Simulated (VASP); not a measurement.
## SrRhN2: relaxation of cell and atoms with PBE

Crystal: SrRhN2.

```xyz
4
Lattice="3.9009 0.0000 0.0000 0.0000 3.9009 0.0000 0.0000 0.0000 3.8546" Properties=species:S:1:pos:R:3 pbc="T T T"
Sr    1.9505    1.9505    1.9273
Rh    0.0000    0.0000    0.0000
N     1.9505    0.0000    0.0000
N     0.0000    1.9505    0.0000
```

```json
{"Program": "VASP 6.6.1", "Task": "relaxation of cell and atoms", "Functional": "PBE", "Potentials or basis": "VASP PAW PBE potentials, release 64 (Sr_sv, Rh_pv, N)", "Cutoff": "600 eV", "k mesh": "12 × 12 × 12", "Occupations": "gaussian, width 0.1 eV", "Spin": "no spin polarisation", "Dipole correction": "no", "Further INCAR settings": "ALGO = Normal; EDIFF = 1e-06; IBRION = 2; EDIFFG = -0.01; NSW = 100; ISIF = 3"}
```

* Relaxed volume: 14.64 Å³/atom
* Relaxed cell: a = 3.898 Å, b = 3.898 Å, c = 3.854 Å, α = 90.00°, β = 90.00°, γ = 90.00°
* Space group after relaxing (to 0.05 Å): P4/mmm (No. 123)
* Energy gained by relaxing: 0.0 meV/atom
* Ionic steps: 3
* Pressure after relaxing: 0.0 GPa

The path:
```csv
step,energy change (eV),largest force (eV/Å),pressure (GPa),volume (Å³)
1,0.0000,0.0000,-0.28,58.66
2,0.0000,0.0000,0.37,58.44
3,-0.0001,0.0000,0.01,58.56
```

Final structure:
```xyz
4
Lattice="3.8977 0.0000 0.0000 0.0000 3.8977 0.0000 0.0000 0.0000 3.8544" Properties=species:S:1:pos:R:3 pbc="T T T"
Sr    1.9489    1.9489    1.9272
Rh    0.0000    0.0000    0.0000
N     1.9489    0.0000    0.0000
N     0.0000    1.9489    0.0000
```

Levels at points of the mesh, in eV from the Fermi level:
```
           k point  band 15  band 16  band 17  band 18  band 19  band 20
(0.00, 0.00, 0.00)    -2.80    -2.37    -1.34    -0.58    -0.58     0.02
(0.50, 0.00, 0.00)    -2.72    -2.67    -2.60     0.95     1.15     2.51
(0.50, 0.50, 0.00)    -3.04     0.16     0.29     0.82     0.82     5.99
(0.00, 0.00, 0.50)    -2.92    -2.63    -1.69    -0.79    -0.79     0.17
(0.50, 0.00, 0.50)    -2.36    -1.77    -1.64     0.51     0.56     3.18
(0.50, 0.50, 0.50)    -0.89     0.35     0.63     0.99     1.00     1.00
```

It took 11 min on 1 thread of AMD EPYC 7R43 64-Core Processor (Zen 3), on a shared host, peak memory 0.41 GiB.
